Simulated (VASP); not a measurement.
# ZrC (P6_3mc) in VASP: a series of runs

The runs below take ZrC through single point, with PBE.

All numbers are computed with VASP 6.6.1; they aren't measurements. Logs are shortened: lines on timing, memory, paths and dates and some standing lists are left out, and cuts for length are marked.

## Step 1: The cell of the first run

Symmetry: P6_3mc, No. 186, hexagonal system. The conventional cell has a = 3.915 Å, b = 3.915 Å, c = 4.743 Å, α = 90.00°, β = 90.00°, γ = 120.00°. Within 3.0 Å of Zr (site symmetry 3m) lie 5 C at 2.26 to 2.43 Å. C (site symmetry 3m) has 5 Zr at 2.26 to 2.43 Å within 3.0 Å.

## Step 2: Single point, PBE (15.74 Å³/atom)

Input file INCAR:

```
SYSTEM = ZrC
  PREC = Accurate
  ENCUT = 520
  EDIFF = 1E-6
  ISMEAR = 0
  SIGMA = 0.05
  LREAL = .FALSE.
  LASPH = .TRUE.
  NELM = 100
  ALGO = Normal
  ISIF = 2
  LWAVE = .FALSE.
  LCHARG = .TRUE.
  GGA = PE
  LELF = .TRUE.
  LVHAR = .TRUE.
  NBANDS = 24
```

Input file KPOINTS:

```
regular mesh
0
G
  12 12 6
  0 0 0
```

Input file POSCAR:

```
ZrC
1.0
    3.9151281445      0.0000000000      0.0000000000
   -1.9575640723      3.3906004322      0.0000000000
    0.0000000000      0.0000000000      4.7431902872
Zr C
2 2
Direct
    0.6666666667      0.3333333333      0.0685706296
    0.3333333333      0.6666666667      0.5685706296
    0.6666666667      0.3333333333      0.5566293704
    0.3333333333      0.6666666667      0.0566293704
```

Potentials or basis: VASP PAW PBE potentials, release 64 (Zr_sv, C).

Run with:

```sh
$ cat potpaw_PBE.64/Zr_sv/POTCAR potpaw_PBE.64/C/POTCAR > POTCAR
$ mpirun -np 1 vasp_std > vasp.out
```

OUTCAR:

```text
SYSTEM = ZrC
   PREC = Accurate
   ENCUT = 520
   EDIFF = 1E-6
   ISMEAR = 0
   LREAL = .FALSE.
   LASPH = .TRUE.
   NELM = 100
   ISIF = 2
   GGA = PE

 ion  position               nearest neighbor table
   1  0.667  0.333  0.069-   4 2.26   4 2.26   4 2.26   3 2.31   3 2.43   2 3.28   2 3.28   2 3.28
                             2 3.28   2 3.28   2 3.28
   2  0.333  0.667  0.569-   3 2.26   3 2.26   3 2.26   4 2.31   4 2.43   1 3.28   1 3.28   1 3.28
                             1 3.28   1 3.28   1 3.28
   3  0.667  0.333  0.557-   2 2.26   2 2.26   2 2.26   1 2.31   1 2.43
   4  0.333  0.667  0.057-   1 2.26   1 2.26   1 2.26   2 2.31   2 2.43

  LATTYP: Found a hexagonal cell.
 ALAT       =     3.9151281445
 C/A-ratio  =     1.2115032030

  Lattice vectors:

 A1 = (   3.9151281445,   0.0000000000,   0.0000000000)
 A2 = (  -1.9575640723,   3.3906004322,   0.0000000000)
 A3 = (   0.0000000000,   0.0000000000,   4.7431902872)

Analysis of symmetry for initial positions (statically):
=====================================================================
 Subroutine PRICEL returns:
 Original cell was already a primitive cell.

 Routine SETGRP: Setting up the symmetry group for a
 hexagonal supercell.

 Subroutine GETGRP returns: Found 12 space group operations
 (whereof  6 operations were pure point group operations)
 out of a pool of 24 trial point group operations.

The static configuration has the point symmetry C_3v.
 The point group associated with its full space group is C_6v.

Analysis of symmetry for dynamics (positions and initial velocities):
=====================================================================
 Subroutine PRICEL returns:
 Original cell was already a primitive cell.

 Routine SETGRP: Setting up the symmetry group for a
 hexagonal supercell.

 Subroutine GETGRP returns: Found 12 space group operations
 (whereof  6 operations were pure point group operations)
 out of a pool of 24 trial point group operations.

The dynamic configuration has the point symmetry C_3v.
 The point group associated with its full space group is C_6v.

 Subroutine INISYM returns: Found 12 space group operations
 (whereof  6 operations are pure point group operations),
 and found     1 'primitive' translations

----------------------------------------------------------------------------------------

                                     Primitive cell

  volume of cell :      62.9641

  direct lattice vectors                    reciprocal lattice vectors
     3.915128145  0.000000000  0.000000000     0.255419481  0.147466506  0.000000000
    -1.957564072  3.390600432  0.000000000     0.000000000  0.294933013  0.000000000
     0.000000000  0.000000000  4.743190287     0.000000000  0.000000000  0.210828565

  length of vectors
     3.915128145  3.915128145  4.743190287     0.294933013  0.294933013  0.210828565

  position of ions in fractional coordinates (direct lattice)
     0.666666667  0.333333333  0.068570630
     0.333333333  0.666666667  0.568570630
     0.666666667  0.333333333  0.556629370
     0.333333333  0.666666667  0.056629370

  ion indices of the primitive-cell ions
   primitive index   ion index
                 1           1
                 2           2
                 3           3
                 4           4

----------------------------------------------------------------------------------------

 KPOINTS: regular mesh

Automatic generation of k-mesh.
 Grid dimensions read from file:
 generate k-points for:   12   12    6

 Generating k-lattice:

  Cartesian coordinates                     Fractional coordinates (reciprocal lattice)
     0.021284957  0.012288876  0.000000000     0.083333333  0.000000000  0.000000000
     0.000000000  0.024577751  0.000000000     0.000000000  0.083333333  0.000000000
     0.000000000  0.000000000  0.035138094     0.000000000  0.000000000  0.166666667

  Length of vectors
     0.024577751  0.024577751  0.035138094

  Shift w.r.t. Gamma in fractional coordinates (k-lattice)
     0.000000000  0.000000000  0.000000000

 Subroutine IBZKPT returns following result:
 ===========================================

 Found     76 irreducible k-points:

 Following reciprocal coordinates:
            Coordinates               Weight
  0.000000  0.000000  0.000000      1.000000
  0.083333  0.000000  0.000000      6.000000
  0.166667  0.000000  0.000000      6.000000
  0.250000  0.000000  0.000000      6.000000
  0.333333  0.000000  0.000000      6.000000
  0.416667  0.000000  0.000000      6.000000
[... 16 lines left out ...]
  0.250000  0.000000  0.166667     12.000000
  0.333333  0.000000  0.166667     12.000000
 [... further k-points ...]
   k-points           NKPTS =     76   k-points in BZ     NKDIM =     76   number of bands    NBANDS=     24
   number of dos      NEDOS =    301   number of ions     NIONS =      4
   total plane-waves  NPLWV =  32400
   dimension x,y,z NGX =    30 NGY =   30 NGZ =   36
   dimension x,y,z NGXF=    60 NGYF=   60 NGZF=   72
   ions per type =               2   2
   NGX,Y,Z   is equivalent  to a cutoff of  12.74, 12.74, 12.62 a.u.
   NGXF,Y,Z  is equivalent  to a cutoff of  25.48, 25.48, 25.24 a.u.
 SYSTEM =  ZrC
   PREC   = accura    normal or accurate (medium, high low for compatibility)
   ISTART =      0    job   : 0-new  1-cont  2-samecut
   ICHARG =      2    charge: 1-file 2-atom 10-const
   ISPIN  =      1    spin polarized calculation?
   LNONCOLLINEAR =      F non collinear calculations
   LSORBIT =      F    spin-orbit coupling
   LASPH  =      T    aspherical Exc in radial PAW
   ENCUT  =  520.0 eV  38.22 Ry    6.18 a.u.   7.28  7.28  8.82*2*pi/ulx,y,z
   NELM   =    100;   NELMIN=  2; NELMDL= -5     # of ELM steps
   EDIFF  = 0.1E-05   stopping-criterion for ELM
   LREAL  =      F    real-space projection
   EDIFFG = 0.1E-04   stopping-criterion for IOM
   NSW    =      0    number of steps for IOM
   IBRION =     -1    ionic relax: 0-MD 1-quasi-New 2-CG
   NFREE  =      0    steps in history (QN), initial steepest desc. (CG)
   ISIF   =      2    stress and relaxation
   ISYM   =      2    0-nonsym 1-usesym 2-fastsym
   POTIM  = 0.5000    time-step for ionic-motion
   TEBEG  =    0.0;   TEEND  =   0.0 temperature during run
   PSTRESS=    0.0 pullay stress
   NELECT =      32.0000    total number of electrons
   NUPDOWN=      -1.0000    fix difference up-down
   EMIN   =  10.00;   EMAX   =-10.00  energy-range for DOS
   EFERMI =   0.00;   METHOD = LEGACY
   ISMEAR =     0;   SIGMA  =   0.05  broadening in eV -4-tet -1-fermi 0-gaus
   EFERMI_NEDOS =   21; number of points for ismear=-14 and -15
   IALGO  =     38    algorithm
   IMIX   =      4    mixing-type and parameters
     AMIX     =   0.40;   BMIX     =  1.00
     AMIX_MAG =   1.60;   BMIX_MAG =  1.00
  volume/ion in A,a.u.               =      15.74       106.23
  Fermi-wavevector in a.u.,A,eV,Ry     =   1.306453  2.468838 23.222687  1.706819
  Thomas-Fermi vector in A             =   2.437254
   LORBIT       =      0    0 simple, 1 ext, 2 COOP (PROOUT), +10 PAW based schemes
   GGA     = PE    functional components
   LHFCALC =     F    Hartree Fock is set to
   AEXX    =    0.0000 exact exchange contribution
   IVDW    =     0    specifies the selected vdW correction
   LEPSILON=     F    determine dielectric tensor
   LRPA    =     F    only Hartree local field effects (RPA)
 non-spin polarized calculation
 Gauss-broadening in eV      SIGMA  =   0.05
  energy-cutoff  :      520.00
  volume of cell :       62.96
 maximum number of plane-waves:      1739
 NGX is ok and might be reduce to    30
   NGX = 15   NGY = 15   NGZ = 17

 number of electron      32.0000001 magnetization

 Free energy of the ion-electron system (eV)
  ---------------------------------------------------
  ext. energy  EPLUGINS =         0.00000000
  ---------------------------------------------------
  free energy    TOTEN  =       -37.86210132 eV

  energy without entropy =      -37.86128368  energy(sigma->0) =      -37.86169250

 E-fermi :   7.2521     XC(G=0): -10.9256

 val. band max:        7.2339053256   @ k =   0.2500   0.1667   0.0000
 cond. band min:       7.2580743832   @ k =   0.2500   0.2500   0.0000
 fundamental gap:      0.0241690577
 Fermi energy:         7.2521337219

 k-point     1 :       0.0000    0.0000    0.0000
  band No.  band energies     occupation
      1     -40.9418      2.00000
      2     -40.8237      2.00000
      3     -19.2596      2.00000
      4     -19.0601      2.00000
      5     -19.0601      2.00000
      6     -18.8386      2.00000
[... 16 lines left out ...]
     23      14.4330      0.00000
     24      15.3387      0.00000

 k-point     2 :       0.0833    0.0000    0.0000
  band No.  band energies     occupation
      1     -40.9394      2.00000
      2     -40.8249      2.00000
      3     -19.2492      2.00000
      4     -19.0690      2.00000
      5     -19.0661      2.00000
      6     -18.8519      2.00000
[... 16 lines left out ...]
     23      14.5473      0.00000
     24      14.8073      0.00000

 k-point     3 :       0.1667    0.0000    0.0000
  band No.  band energies     occupation
      1     -40.9327      2.00000
      2     -40.8286      2.00000
      3     -19.2192      2.00000
      4     -19.0933      2.00000
      5     -19.0821      2.00000
      6     -18.8879      2.00000
[... 16 lines left out ...]
     23      13.8585      0.00000
     24      14.0730      0.00000
[... 514 lines left out ...]
 k-point    23 :       0.2500    0.0000    0.1667
  band No.  band energies     occupation
      1     -40.9166      2.00000
      2     -40.8404      2.00000
      3     -19.2308      2.00000
      4     -19.0852      2.00000
      5     -19.0332      2.00000
      6     -18.9837      2.00000
[... 16 lines left out ...]
     23      13.1057      0.00000
     24      13.1921      0.00000

 k-point    24 :       0.3333    0.0000    0.1667
  band No.  band energies     occupation
      1     -40.9059      2.00000
      2     -40.8469      2.00000
      3     -19.2465      2.00000
      4     -19.1037      2.00000
      5     -19.0604      2.00000
      6     -18.9863      2.00000
[... 16 lines left out ...]
     23      12.6031      0.00000
     24      13.0385      0.00000

 [... further k-points ...]

------------------------ aborting loop because EDIFF is reached ----------------------------------------

  FORCE on cell =-STRESS in cart. coord.  units (eV):
  Direction    XX          YY          ZZ          XY          YZ          ZX
  --------------------------------------------------------------------------------------
  -------------------------------------------------------------------------------------
  Total       -1.2204644     -1.2204644     -1.1979149      0.0000000     -0.0000000      0.0000000
  in kB      -31.0557890    -31.0557890    -30.4819959      0.0000000     -0.0000000      0.0000000
  external PRESSURE =     -30.8645246 kB  Pullay stress =       0.0000000 kB

 VOLUME and BASIS-vectors are now :
 -----------------------------------------------------------------------------
  energy-cutoff  :      520.00
  volume of cell :       62.96
      direct lattice vectors                 reciprocal lattice vectors
     3.915128145  0.000000000  0.000000000     0.255419481  0.147466506  0.000000000
    -1.957564072  3.390600432  0.000000000     0.000000000  0.294933013  0.000000000
     0.000000000  0.000000000  4.743190287     0.000000000  0.000000000  0.210828565

 POSITION                                       TOTAL-FORCE (eV/Angst)
 -----------------------------------------------------------------------------------
      1.95756      1.13020      0.32524         0.000000     -0.000000     -0.001727
     -0.00000      2.26040      2.69684        -0.000000      0.000000     -0.001727
      1.95756      1.13020      2.64020         0.000000      0.000000      0.001727
     -0.00000      2.26040      0.26860         0.000000      0.000000      0.001727
 -----------------------------------------------------------------------------------
    total drift:                                0.000000     -0.000000     -0.000252

  FREE ENERGIE OF THE ION-ELECTRON SYSTEM (eV)
  ---------------------------------------------------
  free  energy   TOTEN  =       -37.8621013234 eV

  energy  without entropy=      -37.8612836797  energy(sigma->0) =      -37.86169250
```

Wall time 2.3 min (1 thread of Intel Xeon 8259CL, shared host); peak memory 0.24 GiB.

Results:

* Free energy: -37.8621 eV
* Pressure: -3.1 GPa
* Band gap on the k mesh: zero (bands 16 and 17 overlap by 1.08 eV)

Caveat: the cell stands under tension.

## Step 3: Single point, PBE (16.05 Å³/atom)

This run uses another cell than the first one, of 16.05 Å³/atom.

Input file INCAR:

```
SYSTEM = ZrC
  PREC = Accurate
  ENCUT = 520
  EDIFF = 1E-6
  ISMEAR = 0
  SIGMA = 0.05
  LREAL = .False.
  LASPH = .True.
  NELM = 60
  ALGO = Normal
  ISIF = 2
  LWAVE = .False.
  LCHARG = .False.
  GGA = PE
  NBANDS = 24
```

Input file KPOINTS:

```
regular mesh
0
Gamma
  12 12 6
  0 0 0
```

Input file POSCAR:

```
ZrC
1.0
    3.9432446025      0.0000000000      0.0000000000
   -1.9716223013      3.4149499991      0.0000000000
    0.0000000000      0.0000000000      4.7674730115
Zr C
2 2
Direct
    0.6666666667      0.3333333333      0.0690103071
    0.3333333333      0.6666666667      0.5690103071
    0.6666666667      0.3333333333      0.5561896929
    0.3333333333      0.6666666667      0.0561896929
```

Potentials or basis: VASP PAW PBE potentials, release 64 (Zr_sv, C).

Run with:

```sh
$ cat potpaw_PBE.64/Zr_sv/POTCAR potpaw_PBE.64/C/POTCAR > POTCAR
$ mpirun -np 1 vasp_std > vasp.out
```

Run time: 2.6 min. Hardware: 1 thread of Intel Xeon 8259CL, shared host; peak memory 0.24 GiB.

It converged, with:

```
Free energy            : -37.8271 eV
Pressure               : -6.1 GPa
Band gap on the k mesh : zero (bands 16 and 17 overlap by 1.04 eV)
```

Forces on the atoms (eV/Å):
```
Zr   0.000  0.000 -0.002
Zr   0.000  0.000 -0.002
C    0.000  0.000  0.002
C    0.000  0.000  0.002
```

Levels at points of the mesh, in eV from the Fermi level:
| k point | band 14 | band 15 | band 16 | band 17 | band 18 | band 19 |
| --- | --- | --- | --- | --- | --- | --- |
| (0.00, 0.00, 0.00) | -2.34 | -1.49 | 1.03 | 1.03 | 1.05 | 2.30 |
| (0.50, 0.00, 0.00) | -1.37 | -1.10 | -0.41 | 0.29 | 1.66 | 2.75 |
| (0.00, 0.00, 0.50) | -2.83 | -2.78 | -2.78 | 3.59 | 3.59 | 3.59 |
| (0.50, 0.00, 0.50) | -2.10 | -1.41 | -1.41 | 2.28 | 2.28 | 3.03 |

Caveat: the cell stands under tension.

## Step 4: Single point, PBE (16.51 Å³/atom)

This run uses another cell than the first one, of 16.51 Å³/atom.

Input file INCAR:

```
ALGO = Normal ; EDIFF = 1E-6
ENCUT = 520 ; GGA = PE
ISIF = 2 ; ISMEAR = 0
LASPH = True ; LCHARG = True
LELF = True ; LREAL = False
LVHAR = True ; LWAVE = False
NBANDS = 24 ; NELM = 100
PREC = Accurate ; SIGMA = 0.05
```

Input file KPOINTS:

```
k-points
0
Gamma
  12 12 6
```

Input file POSCAR:

```
ZrC
1.0
    3.9849661391      0.0000000000      0.0000000000
   -1.9924830696      3.4510819097      0.0000000000
    0.0000000000      0.0000000000      4.8028259188
Zr C
2 2
Direct
    0.6666666667      0.3333333333      0.0697886008
    0.3333333333      0.6666666667      0.5697886008
    0.6666666667      0.3333333333      0.5554113992
    0.3333333333      0.6666666667      0.0554113992
```

Run with:

```sh
$ cat potpaw_PBE.64/Zr_sv/POTCAR potpaw_PBE.64/C/POTCAR > POTCAR
$ mpirun -np 1 vasp_std > vasp.out
```

It took 2.6 min on 1 thread of Intel Xeon 8259CL, shared host; peak memory 0.24 GiB.

It converged, with:

* Free energy: -37.7346 eV
* Pressure: -10.0 GPa
* Band gap on the k mesh: zero (bands 16 and 17 overlap by 0.98 eV)

Forces in eV/Å, atoms in the order of the input:
```
Zr   0.000  0.000 -0.002
Zr   0.000  0.000 -0.002
C    0.000  0.000  0.002
C    0.000  0.000  0.002
```

Stress tensor (GPa, compression positive):
```
-10.01   0.00   0.00
  0.00 -10.01   0.00
  0.00   0.00  -9.90
```

Levels at points of the mesh, in eV from the Fermi level:
```
           k point  band 12  band 13  band 14  band 15  band 16  band 17  band 18  band 19  band 20  band 21
(0.00, 0.00, 0.00)    -2.47    -2.32    -2.32    -1.54     0.97     0.97     0.98     2.24     3.84     3.84
(0.50, 0.00, 0.00)    -1.88    -1.38    -1.37    -1.15    -0.46     0.29     1.58     2.64     3.23     3.56
(0.00, 0.00, 0.50)    -2.78    -2.78    -2.78    -2.76    -2.76     3.46     3.46     3.46     3.46     3.89
(0.50, 0.00, 0.50)    -3.83    -2.08    -2.08    -1.44    -1.44     2.18     2.18     2.92     2.92     4.48
```

Caveat: the cell stands under tension.

## Step 5: Single point, PBE (16.98 Å³/atom)

This run uses another cell than the first one, of 16.98 Å³/atom.

Input file INCAR:

```
SYSTEM = ZrC
  PREC = Accurate
  ENCUT = 520
  EDIFF = 1E-6
  ISMEAR = 0
  SIGMA = 0.05
  LREAL = .False.
  LASPH = .True.
  NELM = 100
  ALGO = Normal
  ISIF = 2
  LWAVE = .False.
  LCHARG = .False.
  GGA = PE
  NBANDS = 24
```

Input file KPOINTS:

```
regular mesh
0
Gamma
  12 12 6
  0 0 0
```

Input file POSCAR:

```
ZrC
1.0
    4.0258771725      0.0000000000      0.0000000000
   -2.0129385862      3.4865119039      0.0000000000
    0.0000000000      0.0000000000      4.8376448594
Zr C
2 2
Direct
    0.6666666667      0.3333333333      0.0707700598
    0.3333333333      0.6666666667      0.5707700598
    0.6666666667      0.3333333333      0.5544299402
    0.3333333333      0.6666666667      0.0544299402
```

Run with:

```sh
$ cat potpaw_PBE.64/Zr_sv/POTCAR potpaw_PBE.64/C/POTCAR > POTCAR
$ mpirun -np 1 vasp_std > vasp.out
```

Wall time 2.4 min (1 thread of Intel Xeon 8259CL, shared host); peak memory 0.25 GiB.

It converged, with:

```
Free energy            : -37.6000 eV
Pressure               : -13.3 GPa
Band gap on the k mesh : zero (bands 16 and 17 overlap by 0.91 eV)
```

Forces in eV/Å, atoms in the order of the input:
```
Zr   0.000  0.000 -0.003
Zr   0.000  0.000 -0.003
C    0.000  0.000  0.003
C    0.000  0.000  0.003
```

Stress tensor (GPa, compression positive):
```
-13.37   0.00   0.00
  0.00 -13.37   0.00
  0.00   0.00 -13.24
```

Levels at points of the mesh, in eV from the Fermi level:
```
           k point  band 13  band 14  band 15  band 16  band 17  band 18  band 19  band 20
(0.00, 0.00, 0.00)    -2.30    -2.30    -1.59     0.90     0.91     0.91     2.18     3.69
(0.50, 0.00, 0.00)    -1.40    -1.34    -1.20    -0.51     0.30     1.49     2.52     3.09
(0.00, 0.00, 0.50)    -2.74    -2.74    -2.74    -2.74     3.32     3.32     3.32     3.32
(0.50, 0.00, 0.50)    -2.06    -2.06    -1.47    -1.47     2.09     2.09     2.80     2.80
```

Caveat: the cell stands under tension.

## Step 6: Summary

```tsv
cell	gap on the mesh (eV)	pressure (GPa)
a = 3.915, b = 3.915, c = 4.743 Å, angles 90.0, 90.0, 120.0°, 4 atoms, atomic positions A	none	-3.1
a = 3.943, b = 3.943, c = 4.767 Å, angles 90.0, 90.0, 120.0°, 4 atoms, atomic positions B	none	-6.1
a = 3.985, b = 3.985, c = 4.803 Å, angles 90.0, 90.0, 120.0°, 4 atoms, atomic positions C	none	-10.0
a = 4.026, b = 4.026, c = 4.838 Å, angles 90.0, 90.0, 120.0°, 4 atoms, atomic positions D	none	-13.3
```

Alike in all rows: task single point; level PBE; potentials or basis VASP PAW PBE potentials, release 64 (Zr_sv, C); no spin polarisation; k mesh 12 × 12 × 6; cutoff (eV) 520; smearing gaussian 0.05 eV.

Caveats: the cell stands under tension.

Absolute energies hang on the potentials; compare differences alone.

The gap in the log of VASP goes by the Fermi energy; the results here count the filled bands.